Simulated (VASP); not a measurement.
Write the native input for VASP 6.6.1 that does the following.

* Task: single point
* Functional: PBEsol
* Potentials or basis: VASP PAW PBE potentials, release 64 (Al, Co)
* Cutoff: 520 eV
* k mesh: 12 × 12 × 6
* Occupations: gaussian, width 0.15 eV
* Spin: no spin polarisation
* Dipole correction: no
* Further INCAR settings: ALGO = Normal; EDIFF = 1e-06; NBANDS = 20

The structure of AlCo lies in POSCAR:

```
AlCo
1.0
    2.8225855368      0.0000000000      0.0000000000
    0.0000000000      2.8225855368      0.0000000000
    0.0000000000      0.0000000000      5.6451710735
Al Co
2 2
Direct
    0.0000000000      0.0000000000      0.0000000000
    0.0000000000      0.0000000000      0.5000000000
    0.5000000000      0.5000000000      0.2500000000
    0.5000000000      0.5000000000      0.7500000000
```

One way to write it, as run:

INCAR

```
SYSTEM = AlCo
ALGO = Normal
EDIFF = 1E-6
ENCUT = 520
GGA = PS
ISIF = 2
ISMEAR = 0
LASPH = .True.
LCHARG = .True.
LELF = .True.
LREAL = .False.
LVHAR = .True.
LWAVE = .False.
NBANDS = 20
NELM = 80
PREC = Accurate
SIGMA = 0.15
```

KPOINTS

```
k-points
0
Gamma
  12 12 6
  0 0 0
```

Potentials or basis: VASP PAW PBE potentials, release 64 (Al, Co).

Run with:

```console
$ cat potpaw_PBE.64/Al/POTCAR potpaw_PBE.64/Co/POTCAR > POTCAR
$ mpirun -np 1 vasp_std > vasp.out
```

It gave:

```json
{
  "Pressure": "0.2 GPa",
  "Band gap on the k mesh": "zero (band 12 reaches 11.13 eV, above the bottom of band 13 at 10.58 eV)"
}
```

Caveat: the PAW data sets were made with another functional, which shifts forces and pressure a little.

Wall time 28 s on 1 thread of Intel(R) Xeon(R) 6975P-C (Granite Rapids), on a shared host, peak memory 0.22 GiB.
